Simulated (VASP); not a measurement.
# H18CO10 in VASP: single point with PBE+D3(BJ)

Aim: the single point of H18CO10 with PBE+D3(BJ).

All numbers are computed with VASP 6.6.1; they aren't measurements. Logs are shortened: lines on timing, memory, paths and dates and some standing lists are left out, and cuts for length are marked.

### Step 1. The cell of the first run

The cell holds a disordered packing, 29 atoms: a = 6.717 Å, b = 6.717 Å, c = 6.717 Å, α = 90.00°, β = 90.00°, γ = 90.00°.

### Step 2. Single point, PBE+D3(BJ)

INCAR

```
ALGO = Normal
EDIFF = 1E-6
ENCUT = 1000
GGA = PE
GGA_COMPAT = False
ISIF = 2
ISMEAR = -1
IVDW = 12
LASPH = True
LCHARG = False
LREAL = Auto
LWAVE = False
NBANDS = 61
NELM = 120
PREC = Accurate
SIGMA = 0.02
```

KPOINTS

```
k-points
0
Gamma
  1 1 1
```

POSCAR

```
H18CO10
1.0
    6.7165700000      0.0000000000      0.0000000000
    0.0000000000      6.7165700000      0.0000000000
    0.0000000000      0.0000000000      6.7165700000
O H C
10 18 1
Direct
    0.4663243292      0.0108537542      0.4250532638
    0.4802897908      0.6070806974      0.9267527920
    0.9989771565      0.6120683623      0.1104581654
    0.8315107265      0.9957612293      0.8424091463
    0.1850944753      0.3789880847      0.4966523091
    0.0369533854      0.2313383170      0.0555491866
    0.3747597360      0.6479348834      0.3052004222
    0.4248448241      0.2196061383      0.8202549813
    0.8579825715      0.5193871277      0.6092097603
    0.7834504814      0.2448571220      0.4490387207
    0.3796282924      0.0712714972      0.3248235334
    0.5871449267      0.0979071163      0.4044921738
    0.6122321363      0.6675133290      0.9054919401
    0.4867663108      0.4686618319      0.8842459767
    1.1040605547      0.6624512214      0.1970499824
    0.9985900541      0.6943722763     -0.0092160135
    0.8938044270      1.0801346521      0.9528822003
    0.8537988884      1.0747747734      0.7187001699
    0.2681428169      0.4757338939      0.4199167134
    0.1066913618      0.3041582236      0.3906607093
    0.0142036784      0.3800600604      0.0652714109
    0.1727667545      0.2310256574      0.0007146505
    0.4480560762      0.7661946499      0.3598860728
    0.4262294594      0.6205548368      0.1642802800
    0.3795687382      0.1898885890      0.6821041097
    0.5338439114      0.1187213116      0.8277290343
    0.9987538282      0.4629297394      0.5665838367
    0.5675367040      0.4415795562      0.5440276808
    0.7281841773      0.3979114340      0.5346776703
```

Potentials or basis: VASP PAW PBE potentials, release 64 (O_h, H_h, C_h).

Started as:

```console
$ cat potpaw_PBE.64/O_h/POTCAR potpaw_PBE.64/H_h/POTCAR potpaw_PBE.64/C_h/POTCAR > POTCAR
$ mpirun -np 1 vasp_gam > vasp.out
```

OUTCAR:

```text
EDIFF = 1E-6
   ENCUT = 1000
   GGA = PE
   ISIF = 2
   ISMEAR = -1
   IVDW = 12
   LASPH = True
   LREAL = Auto
   NELM = 120
   PREC = Accurate
 IVDW          = 12

 ion  position               nearest neighbor table
   1  0.466  0.011  0.425-  11 0.98  12 1.01
   2  0.480  0.607  0.927-  14 0.97  13 0.99
   3  0.999  0.612  0.110-  15 0.98  16 0.98
   4  0.832  0.996  0.842-  18 1.00  17 1.02
   5  0.185  0.379  0.497-  19 1.00  20 1.02
   6  0.037  0.231  0.056-  22 0.98  21 1.01
   7  0.375  0.648  0.305-  23 1.00  24 1.02
   8  0.425  0.220  0.820-  25 1.00  26 1.00
   9  0.858  0.519  0.609-  27 1.06  29 1.29
  10  0.783  0.245  0.449-  29 1.24
  11  0.380  0.071  0.325-   1 0.98
  12  0.587  0.098  0.404-   1 1.01
  13  0.612  0.668  0.905-   2 0.99
  14  0.487  0.469  0.884-   2 0.97
  15  0.104  0.662  0.197-   3 0.98
[... 11 lines left out ...]
  27  0.999  0.463  0.567-   9 1.06
  28  0.568  0.442  0.544-  29 1.12
  29  0.728  0.398  0.535-  28 1.12  10 1.24   9 1.29

  LATTYP: Found a simple cubic cell.
 ALAT       =     6.7165700000

  Lattice vectors:

 A1 = (   6.7165700000,   0.0000000000,   0.0000000000)
 A2 = (   0.0000000000,   6.7165700000,   0.0000000000)
 A3 = (   0.0000000000,   0.0000000000,   6.7165700000)

Analysis of symmetry for initial positions (statically):
=====================================================================
 Subroutine PRICEL returns:
 Original cell was already a primitive cell.

 Routine SETGRP: Setting up the symmetry group for a
 simple cubic supercell.

 Subroutine GETGRP returns: Found  1 space group operations
 (whereof  1 operations were pure point group operations)
 out of a pool of 48 trial point group operations.

The static configuration has the point symmetry C_1 .

Analysis of symmetry for dynamics (positions and initial velocities):
=====================================================================
 Subroutine PRICEL returns:
 Original cell was already a primitive cell.

 Routine SETGRP: Setting up the symmetry group for a
 simple cubic supercell.

 Subroutine GETGRP returns: Found  1 space group operations
 (whereof  1 operations were pure point group operations)
 out of a pool of 48 trial point group operations.

The dynamic configuration has the point symmetry C_1 .

 Subroutine INISYM returns: Found  1 space group operations
 (whereof  1 operations are pure point group operations),
 and found     1 'primitive' translations

----------------------------------------------------------------------------------------

                                     Primitive cell

  volume of cell :     303.0000

  direct lattice vectors                    reciprocal lattice vectors
     6.716570000  0.000000000  0.000000000     0.148885517  0.000000000  0.000000000
     0.000000000  6.716570000  0.000000000     0.000000000  0.148885517  0.000000000
     0.000000000  0.000000000  6.716570000     0.000000000  0.000000000  0.148885517

  length of vectors
     6.716570000  6.716570000  6.716570000     0.148885517  0.148885517  0.148885517

  position of ions in fractional coordinates (direct lattice)
     0.466324329  0.010853754  0.425053264
     0.480289791  0.607080697  0.926752792
     0.998977156  0.612068362  0.110458165
     0.831510726  0.995761229  0.842409146
     0.185094475  0.378988085  0.496652309
     0.036953385  0.231338317  0.055549187
[... 21 lines left out ...]
     0.567536704  0.441579556  0.544027681
     0.728184177  0.397911434  0.534677670

  ion indices of the primitive-cell ions
   primitive index   ion index
                 1           1
                 2           2
                 3           3
                 4           4
                 5           5
                 6           6
[... 21 lines left out ...]
                28          28
                29          29

----------------------------------------------------------------------------------------

 KPOINTS: k-points

Automatic generation of k-mesh.
 Grid dimensions read from file:
 generate k-points for:    1    1    1

 Generating k-lattice:

  Cartesian coordinates                     Fractional coordinates (reciprocal lattice)
     0.148885517  0.000000000  0.000000000     1.000000000  0.000000000  0.000000000
     0.000000000  0.148885517  0.000000000     0.000000000  1.000000000  0.000000000
     0.000000000  0.000000000  0.148885517     0.000000000  0.000000000  1.000000000

  Length of vectors
     0.148885517  0.148885517  0.148885517

  Shift w.r.t. Gamma in fractional coordinates (k-lattice)
     0.000000000  0.000000000  0.000000000

 Subroutine IBZKPT returns following result:
 ===========================================

 Found      1 irreducible k-points:

 Following reciprocal coordinates:
            Coordinates               Weight
  0.000000  0.000000  0.000000      1.000000
   k-points           NKPTS =      1   k-points in BZ     NKDIM =      1   number of bands    NBANDS=     61
   number of dos      NEDOS =    301   number of ions     NIONS =     29
   total plane-waves  NPLWV = 343000
   dimension x,y,z NGX =    70 NGY =   70 NGZ =   70
   dimension x,y,z NGXF=   140 NGYF=  140 NGZF=  140
   ions per type =              10  18   1
   NGX,Y,Z   is equivalent  to a cutoff of  17.33, 17.33, 17.33 a.u.
   NGXF,Y,Z  is equivalent  to a cutoff of  34.65, 34.65, 34.65 a.u.
 SYSTEM =  unknown system
   PREC   = accura    normal or accurate (medium, high low for compatibility)
   ISTART =      0    job   : 0-new  1-cont  2-samecut
   ICHARG =      2    charge: 1-file 2-atom 10-const
   ISPIN  =      1    spin polarized calculation?
   LNONCOLLINEAR =      F non collinear calculations
   LSORBIT =      F    spin-orbit coupling
   LASPH  =      T    aspherical Exc in radial PAW
   ENCUT  = 1000.0 eV  73.50 Ry    8.57 a.u.  17.32 17.32 17.32*2*pi/ulx,y,z
   NELM   =    120;   NELMIN=  2; NELMDL= -5     # of ELM steps
   EDIFF  = 0.1E-05   stopping-criterion for ELM
   LREAL  =      T    real-space projection
   EDIFFG = 0.1E-04   stopping-criterion for IOM
   NSW    =      0    number of steps for IOM
   IBRION =     -1    ionic relax: 0-MD 1-quasi-New 2-CG
   NFREE  =      0    steps in history (QN), initial steepest desc. (CG)
   ISIF   =      2    stress and relaxation
   ISYM   =      2    0-nonsym 1-usesym 2-fastsym
   POTIM  = 0.5000    time-step for ionic-motion
   TEBEG  =    0.0;   TEEND  =   0.0 temperature during run
   PSTRESS=    0.0 pullay stress
   NELECT =      82.0000    total number of electrons
   NUPDOWN=      -1.0000    fix difference up-down
   EMIN   =  10.00;   EMAX   =-10.00  energy-range for DOS
   EFERMI =   0.00;   METHOD = LEGACY
   ISMEAR =    -1;   SIGMA  =   0.02  broadening in eV -4-tet -1-fermi 0-gaus
   EFERMI_NEDOS =   21; number of points for ismear=-14 and -15
   IALGO  =     38    algorithm
   IMIX   =      4    mixing-type and parameters
     AMIX     =   0.40;   BMIX     =  1.00
     AMIX_MAG =   1.60;   BMIX_MAG =  1.00
  volume/ion in A,a.u.               =      10.45        70.51
  Fermi-wavevector in a.u.,A,eV,Ry     =   1.058925  2.001078 15.256517  1.121322
  Thomas-Fermi vector in A             =   2.194252
   LORBIT       =      0    0 simple, 1 ext, 2 COOP (PROOUT), +10 PAW based schemes
   GGA     = PE    functional components
   LHFCALC =     F    Hartree Fock is set to
   AEXX    =    0.0000 exact exchange contribution
   IVDW    =    12    specifies the selected vdW correction
   LEPSILON=     F    determine dielectric tensor
   LRPA    =     F    only Hartree local field effects (RPA)
 non-spin polarized calculation
  energy-cutoff  :     1000.00
  volume of cell :      303.00
 maximum number of plane-waves:     10912
 NGX is ok and might be reduce to    70
   NGX = 35   NGY = 35   NGZ = 35

 number of electron      82.0000004 magnetization

 Free energy of the ion-electron system (eV)
  ---------------------------------------------------
  ext. energy  EPLUGINS =         0.00000000
  ---------------------------------------------------
  free energy    TOTEN  =      -147.59492886 eV

  energy without entropy =     -147.59492886  energy(sigma->0) =     -147.59492886

 E-fermi :  -2.6162     XC(G=0):  -6.8054

 val. band max:       -3.1999063301   @ k =   0.0000   0.0000   0.0000
 cond. band min:       1.7606762900   @ k =   0.0000   0.0000   0.0000
 fundamental gap:      4.9605826201
 Fermi energy:        -2.6161893827

 k-point     1 :       0.0000    0.0000    0.0000
  band No.  band energies     occupation
      1     -24.5603      2.00000
      2     -22.2602      2.00000
      3     -22.1419      2.00000
      4     -21.9827      2.00000
      5     -21.8359      2.00000
      6     -21.6620      2.00000
[... 45 lines left out ...]
     52       6.9357      0.00000
     53       6.9859      0.00000
 [bands above 53 left out]

------------------------ aborting loop because EDIFF is reached ----------------------------------------

 Edisp (eV)   -1.05368

 E8    (eV) :    -0.2236

  FORCE on cell =-STRESS in cart. coord.  units (eV):
  Direction    XX          YY          ZZ          XY          YZ          ZX
  --------------------------------------------------------------------------------------
  -------------------------------------------------------------------------------------
  Total      -1.56400     2.40697    -2.18665     0.39600     0.96724    -0.41051
  in kB      -8.27001    12.72737   -11.56236     2.09396     5.11451    -2.17068
  external pressure =       -2.37 kB  Pullay stress =        0.00 kB

 VOLUME and BASIS-vectors are now :
 -----------------------------------------------------------------------------
  energy-cutoff  :     1000.00
  volume of cell :      303.00
      direct lattice vectors                 reciprocal lattice vectors
     6.716570000  0.000000000  0.000000000     0.148885517  0.000000000  0.000000000
     0.000000000  6.716570000  0.000000000     0.000000000  0.148885517  0.000000000
     0.000000000  0.000000000  6.716570000     0.000000000  0.000000000  0.148885517

 POSITION                                       TOTAL-FORCE (eV/Angst)
 -----------------------------------------------------------------------------------
      3.13210      0.07290      2.85490         0.179639      0.829363     -0.634277
      3.22590      4.07750      6.22460         0.605455      0.886256      0.289188
      6.70970      4.11100      0.74190        -0.503986      0.151346     -0.242386
      5.58490      6.68810      5.65810        -0.335872      0.432779     -0.296680
      1.24320      2.54550      3.33580        -1.076325     -1.336305     -0.848640
      0.24820      1.55380      0.37310         0.979762      0.791568      0.501611
[... 21 lines left out ...]
      3.81190      2.96590      3.65400         0.505578     -0.003755      0.129438
      4.89090      2.67260      3.59120         0.051442      0.154107     -0.378527
 -----------------------------------------------------------------------------------
    total drift:                                0.003337     -0.002849      0.001743

  FREE ENERGIE OF THE ION-ELECTRON SYSTEM (eV)
  ---------------------------------------------------
  free  energy   TOTEN  =      -148.6486113400 eV

  energy  without entropy=     -148.6486113400  energy(sigma->0) =     -148.64861134
```

It took 99 s on 1 thread of AMD EPYC 7R13 (Zen 3), shared host; peak memory 0.63 GiB.

Results:

```
Free energy                : -148.6486 eV
Pressure                   : -0.2 GPa
Largest force              : 1.914 eV/Å
Dispersion energy per atom : -0.036 eV
```

Forces on the atoms (eV/Å):
```
O    0.180  0.829 -0.634
O    0.605  0.886  0.289
O   -0.504  0.151 -0.242
O   -0.336  0.433 -0.297
O   -1.076 -1.336 -0.849
O    0.980  0.792  0.502
O    0.354  0.013 -0.676
O    0.449 -1.084 -0.743
O   -0.382  0.621  0.400
O   -0.447 -0.680 -0.357
H   -0.237 -0.391  0.254
H    0.149 -0.494  0.479
H   -0.512 -0.278 -0.040
H    0.041 -0.580 -0.258
H    0.375  0.179 -0.028
H    0.026  0.130  0.135
H   -0.117 -0.205 -0.992
H    0.004 -0.710  0.907
H    0.277  0.614 -0.099
H    0.794  0.404  0.845
H   -0.263 -0.336  0.125
H   -0.172 -0.454 -0.270
H   -0.470 -0.220 -0.249
H   -0.130  0.359  0.595
H   -0.226  0.420  0.609
H   -0.173  0.463  0.491
H    0.255  0.322  0.351
H    0.506 -0.004  0.129
C    0.051  0.154 -0.379
```

Caveat: the k points lie up to 0.94 Å⁻¹ apart, too coarse for converged energies, forces and pressures.
